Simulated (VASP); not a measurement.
Input of a VASP 6.6.1 run:

Contents of INCAR:

```
  PREC = Accurate
  ENCUT = 520
  EDIFF = 1E-6
  ISMEAR = -1
  SIGMA = 0.08
  LREAL = False
  LASPH = True
  NELM = 100
  ALGO = Normal
  ISIF = 2
  LWAVE = False
  LCHARG = False
  GGA = PE
  NBANDS = 18
```

KPOINTS

```
regular mesh
0
Gamma
  7 7 9
```

Contents of POSCAR:

```
Na
1.0
    5.5356031000      0.0000000000      0.0000000000
   -2.7678015500      4.7939729099      0.0000000000
    0.0000000000      0.0000000000      3.3007334395
Na
3
Direct
    0.0000000000      0.0000000000      0.0000000000
    0.3333333333      0.6666666667      0.5000000000
    0.6666666667      0.3333333333      0.5000000000
```

Potentials or basis: VASP PAW PBE potentials, release 64 (Na_pv).

Run with:

```bash
$ cat potpaw_PBE.64/Na_pv/POTCAR > POTCAR
$ mpirun -np 1 vasp_std > vasp.out
```

Q: Estimate the band gap on the k mesh.

A: Zero (an odd number of electrons rules out a gap without spin polarisation).

Q: Estimate the pressure.

A: 2.9 GPa.
